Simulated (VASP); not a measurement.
Crystal: CuO.

```xyz
4
Lattice="2.3418 -1.7113 0.0000 2.3418 1.7113 0.0000 -0.8500 0.0000 5.0579" Properties=species:S:1:pos:R:3 pbc="T T T"
Cu    0.7459   -0.8557    2.5289
Cu    1.1709    0.8557    0.0000
O     1.7043    0.2793    3.7934
O     2.1293   -0.2793    1.2645
```

| Quantity | Value |
| --- | --- |
| Program | VASP 6.6.1 |
| Task | relaxation of cell and atoms |
| Functional | BLYP |
| Potentials or basis | VASP PAW PBE potentials, release 64 (Cu, O) |
| Cutoff | 600 eV |
| k mesh | 10 × 10 × 5 |
| Occupations | fermi-dirac, width 0.05 eV |
| Spin | no spin polarisation |

At the start: pressure 13.3 GPa; volume 10.13 Å³/atom.

Q: Where does the relaxation end?

A: Over 23 steps the energy falls by 91.7 meV/atom and the volume is 11.63 Å³/atom (+14.8 %); space group C2/c (No. 15, to 0.1 Å) before, Cccm (No. 66, to 0.1 Å).

The path:
```tsv
step	energy change (eV)	largest force (eV/Å)	pressure (GPa)	volume (Å³)
1	0.0000	0.1752	13.26	40.54
2	-0.0974	0.4567	-5.49	45.66
3	-0.1284	0.3661	-0.20	43.84
4	-0.1539	0.3265	-0.21	44.11
5	-0.2081	0.1847	0.04	44.88
6	-0.1963	0.1647	1.12	46.26
7	-0.2248	0.0309	0.55	45.49
8	-0.2482	0.0443	-0.04	45.89
9	-0.3007	0.0614	-1.86	47.04
10	-0.3012	0.0123	-6.19	49.02
11	-0.3196	0.0332	-3.26	47.80
12	-0.3533	0.0109	0.09	46.58
13	-0.3557	0.0114	1.23	46.18
14	-0.3621	0.0480	0.11	46.45
15	-0.3622	0.0550	-0.06	46.49
16	-0.3630	0.0500	-0.14	46.48
17	-0.3649	0.0399	0.10	46.46
18	-0.3664	0.0193	0.26	46.40
19	-0.3659	0.0126	-0.89	46.81
20	-0.3666	0.0069	-0.24	46.56
21	-0.3666	0.0076	-0.21	46.54
22	-0.3663	0.0250	0.27	46.48
23	-0.3667	0.0014	0.08	46.52
```

Final structure:
```yaml
crystal:
  lattice:
    - [2.16288, -2.05532, 0.16971]
    - [2.16288, 2.05532, 0.16971]
    - [-0.42127, 0.00000, 5.19940]
  atoms:
    - { symbol: Cu, position: [0.50000, 0.00000, 0.50000] }
    - { symbol: Cu, position: [0.00000, 0.50000, 0.00000] }
    - { symbol: O, position: [0.49954, 0.50046, 0.75000] }
    - { symbol: O, position: [0.50046, 0.49954, 0.25000] }
```

Caveat: the PAW data sets were made with another functional, which shifts forces and pressure a little.
